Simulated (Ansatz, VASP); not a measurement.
One calculation of Si2Ni, two programs

The input INCAR:

```
PREC = Accurate
ENCUT = 600
EDIFF = 1E-6
ISMEAR = 0
SIGMA = 0.1
LREAL = F
LASPH = T
NELM = 120
ALGO = Normal
ISIF = 2
LWAVE = F
LCHARG = F
GGA = PS
NBANDS = 16
GGA_COMPAT = F
```

File KPOINTS:

```
Automatic mesh
0
Gamma
  6 6 6
```

POSCAR

```
Si2Ni
1.0
    0.0000000000      2.6950000000      2.6950000000
    2.6950000000      0.0000000000      2.6950000000
    2.6950000000      2.6950000000      0.0000000000
Ni Si
1 2
Direct
    0.0000000000      0.0000000000      0.0000000000
    0.2500000000      0.2500000000      0.2500000000
    0.7500000000      0.7500000000      0.7500000000
```

Input for Ansatz:

```yaml
crystal:
  lattice:
    - [0.0, 2.695, 2.695]
    - [2.695, 0.0, 2.695]
    - [2.695, 2.695, 0.0]
  atoms:
    - { symbol: Ni, position: [0.0, 0.0, 0.0] }
    - { symbol: Si, position: [0.25, 0.25, 0.25] }
    - { symbol: Si, position: [0.75, 0.75, 0.75] }
basis:
  ecutwfc: 420
kpoints:
  mp_grid: { grid: [6, 6, 6] }
hamiltonian:
  xc: pbesol
  pseudopotentials: { kind: paw, azcp: { folder: soft_1 } }
scf:
  occupations: { method: gaussian, width: 0.1 }
output:
  forces: true
  stress: true
  eigenvalues: true
```

Alike in both runs: task single point; functional PBEsol; k mesh 6 × 6 × 6; occupations gaussian, width 0.1 eV; no spin polarisation.

```csv
,VASP,Ansatz
version,VASP 6.6.1,Ansatz 0.2.0
potentials or method,"VASP PAW PBE potentials, release 64 (Ni, Si), cutoff 600 eV","scalar-relativistic, plane waves, PAW"
valence electrons in the cell,18,26
```

Ansatz gave:

| Property | Result |
| --- | --- |
| gap on the k mesh at the Fermi level (eV) | none |
| pressure (GPa) | 0.6 |

Q: Estimate VASP's values.

A: gap on the k mesh at the Fermi level (eV): none; pressure (GPa): 0.7.

VASP's potentials were made for PBE, not for PBEsol, and Ansatz warns of the same on its side. A gap of «none» marks a metal or a gap that the smearing closes. The functional is the same, so the differences come from potentials, cutoffs and numerics. VASP's potentials hold 18 valence electrons a cell and Ansatz's 26, so a difference there can come from the potentials and not from the codes.
